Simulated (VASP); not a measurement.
# GaN (Pmma) in VASP: relaxation of cell and atoms with PBE

Aim: the relaxation of cell and atoms of GaN with PBE.

All numbers are computed with VASP 6.6.1; they aren't measurements. Logs are shortened: lines on timing, memory, paths and dates and some standing lists are left out, and cuts for length are marked.

**1. The cell of the first run**

The structure is orthorhombic, space group Pmma (No. 51). Conventional cell: a = 5.952 Å, b = 3.389 Å, c = 3.209 Å, α = 90.00°, β = 90.00°, γ = 90.00°. Ga (site symmetry mm2) has 4 N at 1.87 to 1.93 Å within 2.5 Å. Within 2.3 Å of Ga (site symmetry 2/m) lie 4 N at 1.69 to 1.87 Å. N (site symmetry mm2) has 4 Ga at 1.87 to 1.93 Å within 2.5 Å. N (site symmetry 2/m) has 4 Ga at 1.69 to 1.87 Å within 2.3 Å.

**2. Relaxation of cell and atoms, PBE**

Contents of INCAR:

```
SYSTEM = GaN
PREC = Accurate ; ENCUT = 600
EDIFF = 1E-7 ; ISMEAR = 0
SIGMA = 0.1 ; LREAL = .False.
LASPH = .True. ; NELM = 60
ALGO = Normal ; ISIF = 3
LWAVE = .False. ; LCHARG = .False.
GGA = PE ; IBRION = 2
NSW = 90 ; EDIFFG = -0.04
```

Contents of KPOINTS:

```
Automatic mesh
0
Gamma
  4 6 6
  0 0 0
```

Contents of POSCAR:

```
GaN
1.0
    5.9516609400      0.0000000000      0.0000000000
    0.0000000000      3.3887979800      0.0000000000
    0.0000000000      0.0000000000      3.2087323100
Ga N
4 4
Direct
    0.7500000000      0.0000000000      0.3554073800
    0.0000000000      0.5000000000      0.0000000000
    0.2500000000      0.0000000000      0.6445926200
    0.5000000000      0.5000000000      0.0000000000
    0.7500000000      0.5000000000      0.6445926200
    0.0000000000      0.0000000000      0.0000000000
    0.2500000000      0.5000000000      0.3554073800
    0.5000000000      0.0000000000      0.0000000000
```

Potentials or basis: VASP PAW PBE potentials, release 64 (Ga_d, N).

The run is started by

```bash
> cat potpaw_PBE.64/Ga_d/POTCAR potpaw_PBE.64/N/POTCAR > POTCAR
> mpirun -np 1 vasp_std > vasp.out
```

OUTCAR:

```text
SYSTEM = GaN
   PREC = Accurate
   ENCUT = 600
   EDIFF = 1E-7
   ISMEAR = 0
   LREAL = .False.
   LASPH = .True.
   NELM = 60
   ISIF = 3
   GGA = PE
   IBRION = 2
   NSW = 90
   EDIFFG = -0.04

 ion  position               nearest neighbor table
   1  0.750  0.000  0.355-   6 1.87   8 1.87   5 1.93   5 1.93   2 2.53   2 2.53   4 2.53   4 2.53

   2  0.000  0.500  0.000-   6 1.69   6 1.69   7 1.87   5 1.87   1 2.53   1 2.53   3 2.53   3 2.53

   3  0.250  0.000  0.645-   6 1.87   8 1.87   7 1.93   7 1.93   2 2.53   2 2.53   4 2.53   4 2.53

   4  0.500  0.500  0.000-   8 1.69   8 1.69   5 1.87   7 1.87   1 2.53   1 2.53   3 2.53   3 2.53

   5  0.750  0.500  0.645-   2 1.87   4 1.87   1 1.93   1 1.93
   6  0.000  0.000  0.000-   2 1.69   2 1.69   3 1.87   1 1.87
   7  0.250  0.500  0.355-   2 1.87   4 1.87   3 1.93   3 1.93
   8  0.500  0.000  0.000-   4 1.69   4 1.69   1 1.87   3 1.87

  LATTYP: Found a simple orthorhombic cell.
 ALAT       =     3.2087323100
 B/A-ratio  =     1.0561173861
 C/A-ratio  =     1.8548324899

  Lattice vectors:

 A1 = (   0.0000000000,   0.0000000000,  -3.2087323100)
 A2 = (   0.0000000000,   3.3887979800,   0.0000000000)
 A3 = (   5.9516609400,   0.0000000000,   0.0000000000)

Analysis of symmetry for initial positions (statically):
=====================================================================
 Subroutine PRICEL returns:
 Original cell was already a primitive cell.

 Routine SETGRP: Setting up the symmetry group for a
 simple orthorhombic supercell.

 Subroutine GETGRP returns: Found  8 space group operations
 (whereof  4 operations were pure point group operations)
 out of a pool of  8 trial point group operations.

The static configuration has the point symmetry C_2h.
 The point group associated with its full space group is D_2h.

Analysis of symmetry for dynamics (positions and initial velocities):
=====================================================================
 Subroutine PRICEL returns:
 Original cell was already a primitive cell.

 Routine SETGRP: Setting up the symmetry group for a
 simple orthorhombic supercell.

 Subroutine GETGRP returns: Found  8 space group operations
 (whereof  4 operations were pure point group operations)
 out of a pool of  8 trial point group operations.

The dynamic configuration has the point symmetry C_2h.
 The point group associated with its full space group is D_2h.

 Subroutine INISYM returns: Found  8 space group operations
 (whereof  4 operations are pure point group operations),
 and found     1 'primitive' translations

----------------------------------------------------------------------------------------

                                     Primitive cell

  volume of cell :      64.7168

  direct lattice vectors                    reciprocal lattice vectors
     5.951660940  0.000000000  0.000000000     0.168020324  0.000000000  0.000000000
     0.000000000  3.388797980  0.000000000     0.000000000  0.295089883  0.000000000
     0.000000000  0.000000000  3.208732310     0.000000000  0.000000000  0.311649556

  length of vectors
     5.951660940  3.388797980  3.208732310     0.168020324  0.295089883  0.311649556

  position of ions in fractional coordinates (direct lattice)
     0.750000000  0.000000000  0.355407380
     0.000000000  0.500000000  0.000000000
     0.250000000  0.000000000  0.644592620
     0.500000000  0.500000000  0.000000000
     0.750000000  0.500000000  0.644592620
     0.000000000  0.000000000  0.000000000
     0.250000000  0.500000000  0.355407380
     0.500000000  0.000000000  0.000000000

  ion indices of the primitive-cell ions
   primitive index   ion index
                 1           1
                 2           2
                 3           3
                 4           4
                 5           5
                 6           6
                 7           7
                 8           8

----------------------------------------------------------------------------------------

 KPOINTS: Automatic mesh

Automatic generation of k-mesh.
 Grid dimensions read from file:
 generate k-points for:    4    6    6

 Generating k-lattice:

  Cartesian coordinates                     Fractional coordinates (reciprocal lattice)
     0.042005081  0.000000000  0.000000000     0.250000000  0.000000000  0.000000000
     0.000000000  0.049181647  0.000000000     0.000000000  0.166666667  0.000000000
     0.000000000  0.000000000  0.051941593     0.000000000  0.000000000  0.166666667

  Length of vectors
     0.042005081  0.049181647  0.051941593

  Shift w.r.t. Gamma in fractional coordinates (k-lattice)
     0.000000000  0.000000000  0.000000000

 Subroutine IBZKPT returns following result:
 ===========================================

 Found     48 irreducible k-points:

 Following reciprocal coordinates:
            Coordinates               Weight
  0.000000  0.000000  0.000000      1.000000
  0.250000  0.000000  0.000000      2.000000
  0.500000  0.000000  0.000000      1.000000
  0.000000  0.166667  0.000000      2.000000
  0.250000  0.166667  0.000000      4.000000
  0.500000  0.166667  0.000000      2.000000
[... 16 lines left out ...]
  0.250000  0.500000  0.166667      4.000000
  0.500000  0.500000  0.166667      2.000000
 [... further k-points ...]
   k-points           NKPTS =     48   k-points in BZ     NKDIM =     48   number of bands    NBANDS=     43
   number of dos      NEDOS =    301   number of ions     NIONS =      8
   total plane-waves  NPLWV =  37632
   dimension x,y,z NGX =    48 NGY =   28 NGZ =   28
   dimension x,y,z NGXF=    96 NGYF=   56 NGZF=   56
   ions per type =               4   4
   NGX,Y,Z   is equivalent  to a cutoff of  13.41, 13.74, 14.51 a.u.
   NGXF,Y,Z  is equivalent  to a cutoff of  26.82, 27.47, 29.01 a.u.
 SYSTEM =  GaN
   PREC   = accura    normal or accurate (medium, high low for compatibility)
   ISTART =      0    job   : 0-new  1-cont  2-samecut
   ICHARG =      2    charge: 1-file 2-atom 10-const
   ISPIN  =      1    spin polarized calculation?
   LNONCOLLINEAR =      F non collinear calculations
   LSORBIT =      F    spin-orbit coupling
   LASPH  =      T    aspherical Exc in radial PAW
   ENCUT  =  600.0 eV  44.10 Ry    6.64 a.u.  11.89  6.77  6.41*2*pi/ulx,y,z
   NELM   =     60;   NELMIN=  2; NELMDL= -5     # of ELM steps
   EDIFF  = 0.1E-06   stopping-criterion for ELM
   LREAL  =      F    real-space projection
   EDIFFG = -.4E-01   stopping-criterion for IOM
   NSW    =     90    number of steps for IOM
   IBRION =      2    ionic relax: 0-MD 1-quasi-New 2-CG
   NFREE  =      1    steps in history (QN), initial steepest desc. (CG)
   ISIF   =      3    stress and relaxation
   ISYM   =      2    0-nonsym 1-usesym 2-fastsym
   POTIM  = 0.5000    time-step for ionic-motion
   TEBEG  =    0.0;   TEEND  =   0.0 temperature during run
   PSTRESS=    0.0 pullay stress
   NELECT =      72.0000    total number of electrons
   NUPDOWN=      -1.0000    fix difference up-down
   EMIN   =  10.00;   EMAX   =-10.00  energy-range for DOS
   EFERMI =   0.00;   METHOD = LEGACY
   ISMEAR =     0;   SIGMA  =   0.10  broadening in eV -4-tet -1-fermi 0-gaus
   EFERMI_NEDOS =   21; number of points for ismear=-14 and -15
   IALGO  =     38    algorithm
   IMIX   =      4    mixing-type and parameters
     AMIX     =   0.40;   BMIX     =  1.00
     AMIX_MAG =   1.60;   BMIX_MAG =  1.00
  volume/ion in A,a.u.               =       8.09        54.59
  Fermi-wavevector in a.u.,A,eV,Ry     =   1.696341  3.205620 39.151764  2.877574
  Thomas-Fermi vector in A             =   2.777221
   LORBIT       =      0    0 simple, 1 ext, 2 COOP (PROOUT), +10 PAW based schemes
   GGA     = PE    functional components
   LHFCALC =     F    Hartree Fock is set to
   AEXX    =    0.0000 exact exchange contribution
   IVDW    =     0    specifies the selected vdW correction
   LEPSILON=     F    determine dielectric tensor
   LRPA    =     F    only Hartree local field effects (RPA)
 conjugate gradient relaxation of ions
 non-spin polarized calculation
 Gauss-broadening in eV      SIGMA  =   0.10
  energy-cutoff  :      600.00
  volume of cell :       64.72
 maximum number of plane-waves:      2183
 NGX is ok and might be reduce to    48
   NGX = 23   NGY = 13   NGZ = 13

--------------------------------------- Ionic step        1  -------------------------------------------

 number of electron      71.9999974 magnetization

 Free energy of the ion-electron system (eV)
  ---------------------------------------------------
  ext. energy  EPLUGINS =         0.00000000
  ---------------------------------------------------
  free energy    TOTEN  =       -36.10574054 eV

  energy without entropy =      -36.10574054  energy(sigma->0) =      -36.10574054

 E-fermi :  11.0408     XC(G=0): -13.8768

 val. band max:       10.6578501798   @ k =   0.0000   0.5000   0.5000
 cond. band min:      11.4217912478   @ k =   0.0000   0.5000   0.0000
 fundamental gap:      0.7639410679
 Fermi energy:        11.0407518598

 k-point     1 :       0.0000    0.0000    0.0000
  band No.  band energies     occupation
      1      -9.6145      2.00000
      2      -8.1600      2.00000
      3      -6.7643      2.00000
      4      -6.3302      2.00000
      5      -4.7360      2.00000
      6      -4.6528      2.00000
[... 2327 lines left out ...]
  FREE ENERGIE OF THE ION-ELECTRON SYSTEM (eV)
  ---------------------------------------------------
  free  energy   TOTEN  =       -43.3327652821 eV

  energy  without entropy=      -43.3314935212  energy(sigma->0) =      -43.33212940

[... ionic steps 4 to 16 ...]

--------------------------------------- Ionic step       17  -------------------------------------------

 number of electron      72.0000007 magnetization

------------------------ aborting loop because EDIFF is reached ----------------------------------------

  FORCE on cell =-STRESS in cart. coord.  units (eV):
  Direction    XX          YY          ZZ          XY          YZ          ZX
  --------------------------------------------------------------------------------------
  -------------------------------------------------------------------------------------
  Total       -0.1323014      0.0299926     -0.0623831      0.0000000      0.0000000      0.0000000
  in kB       -2.7241100      0.6175537     -1.2844785      0.0000000      0.0000000      0.0000000
  external PRESSURE =      -1.1303449 kB  Pullay stress =       0.0000000 kB
[... 69 lines left out ...]
  energy  without entropy=      -44.7696139509  energy(sigma->0) =      -44.76967812

--------------------------------------- Ionic step       19  -------------------------------------------

 number of electron      72.0000007 magnetization

 Free energy of the ion-electron system (eV)
  ---------------------------------------------------
  ext. energy  EPLUGINS =         0.00000000
  ---------------------------------------------------
  free energy    TOTEN  =       -44.76997881 eV

  energy without entropy =      -44.76985795  energy(sigma->0) =      -44.76991838

 E-fermi :   7.7196     XC(G=0): -12.9108

 val. band max:        7.5294587593   @ k =   0.0000   0.0000   0.3333
 cond. band min:       7.8625800768   @ k =   0.0000   0.0000   0.0000
 fundamental gap:      0.3331213175
 Fermi energy:         7.7195781235

 k-point     1 :       0.0000    0.0000    0.0000
  band No.  band energies     occupation
      1      -9.4797      2.00000
      2      -8.0725      2.00000
      3      -7.5423      2.00000
      4      -7.5421      2.00000
      5      -6.6399      2.00000
      6      -6.5362      2.00000
[... 1130 lines left out ...]
  FREE ENERGIE OF THE ION-ELECTRON SYSTEM (eV)
  ---------------------------------------------------
  free  energy   TOTEN  =       -44.7699788108 eV

  energy  without entropy=      -44.7698579498  energy(sigma->0) =      -44.76991838

 reached required accuracy - stopping structural energy minimisation
```

Run time: 23 min. Hardware: 1 thread of AMD EPYC 9R45 (Zen 5), shared host; peak memory 0.25 GiB.

What came out:

| Property | Result |
| --- | --- |
| Free energy | -44.7700 eV |
| Relaxed volume | 9.72 Å³/atom |
| Relaxed cell | a = 6.062 Å, b = 4.234 Å, c = 3.031 Å, α = 90.00°, β = 90.00°, γ = 90.00° |
| Space group after relaxing (to 0.05 Å) | I4/mmm (No. 139) |
| Energy gained by relaxing | 1083.0 meV/atom |
| Ionic steps | 19 |
| Pressure after relaxing | 0.0 GPa |
| Largest force after relaxing | 0.030 eV/Å |
| Band gap on the k mesh | 0.33 eV, indirect (least direct gap 0.74 eV) |

Forces on the atoms (eV/Å):
```
Ga   0.000  0.000  0.030
Ga   0.000  0.000  0.000
Ga   0.000  0.000 -0.030
Ga   0.000  0.000  0.000
N    0.000  0.000  0.007
N    0.000  0.000  0.000
N    0.000  0.000 -0.007
N    0.000  0.000  0.000
```

The path:
```
step  energy change (eV)  largest force (eV/Å)  pressure (GPa)  volume (Å³)
   1              0.0000                5.2941          106.82        64.72
   2             -0.6492                0.2716          -32.84       128.04
   3             -7.2270                1.0642           -9.79        89.09
   4             -7.2716                1.1774           -6.79        87.49
   5             -7.2797                1.2767           -4.55        86.41
   6             -7.6946                1.0193           -2.59        83.73
   7             -8.1854                0.7436            9.86        75.65
   8             -8.3918                0.5714            6.26        76.21
   9             -8.5194                0.1752            0.57        77.68
  10             -8.5563                0.1177            1.49        77.22
  11             -8.6391                0.1161            0.29        77.64
  12             -8.6595                0.1140           -0.65        78.00
  13             -8.6597                0.1141           -0.61        77.97
  14             -8.6617                0.1005           -0.01        77.76
  15             -8.6624                0.0875            0.57        77.56
  16             -8.6636                0.0650            0.20        77.69
  17             -8.6640                0.0445           -0.11        77.81
  18             -8.6640                0.0422           -0.13        77.83
  19             -8.6642                0.0297           -0.02        77.79
```

Final structure:
```
Ga N
1.0
     6.06185    0.00000    0.00000
     0.00000    4.23393    0.00000
     0.00000    0.00000    3.03089
Ga N
4 4
Cartesian
  4.5464 0.0000 1.5079
  0.0000 2.1170 0.0000
  1.5155 0.0000 1.5230
  3.0309 2.1170 0.0000
  4.5464 2.1170 1.5051
  0.0000 0.0000 0.0000
  1.5155 2.1170 1.5258
  3.0309 0.0000 0.0000
```

Levels at points of the mesh, in eV from the valence-band top:
| k point | band 32 | band 33 | band 34 | band 35 | band 36 | band 37 | band 38 | band 39 | band 40 | band 41 |
| --- | --- | --- | --- | --- | --- | --- | --- | --- | --- | --- |
| (0.00, 0.00, 0.00) | -0.55 | -0.44 | -0.44 | -0.41 | -0.41 | 0.33 | 1.90 | 6.10 | 6.10 | 7.26 |
| (0.50, 0.00, 0.00) | -2.10 | -1.38 | -1.38 | -0.09 | -0.09 | 2.90 | 2.90 | 4.51 | 4.51 | 8.75 |
| (0.00, 0.50, 0.00) | -1.74 | -0.20 | -0.20 | -0.14 | -0.14 | 4.47 | 4.47 | 4.57 | 4.57 | 8.81 |
| (0.50, 0.50, 0.00) | -1.05 | -0.92 | -0.92 | -0.92 | -0.92 | 5.45 | 5.45 | 5.45 | 5.45 | 7.56 |
| (0.00, 0.00, 0.50) | -2.99 | -2.82 | -2.82 | -0.41 | -0.41 | 0.45 | 0.46 | 6.10 | 6.10 | 7.26 |
| (0.50, 0.00, 0.50) | -3.33 | -2.68 | -2.68 | -2.65 | -2.65 | 3.25 | 3.25 | 3.29 | 3.29 | 8.94 |
| (0.00, 0.50, 0.50) | -4.64 | -0.20 | -0.20 | -0.14 | -0.14 | 4.56 | 4.57 | 5.01 | 5.02 | 8.80 |
| (0.50, 0.50, 0.50) | -3.01 | -1.57 | -1.57 | -1.57 | -1.57 | 5.68 | 5.68 | 5.68 | 5.68 | 6.99 |

Caveat: the volume moved by over 15 % at a fixed basis, so the end points are rough.
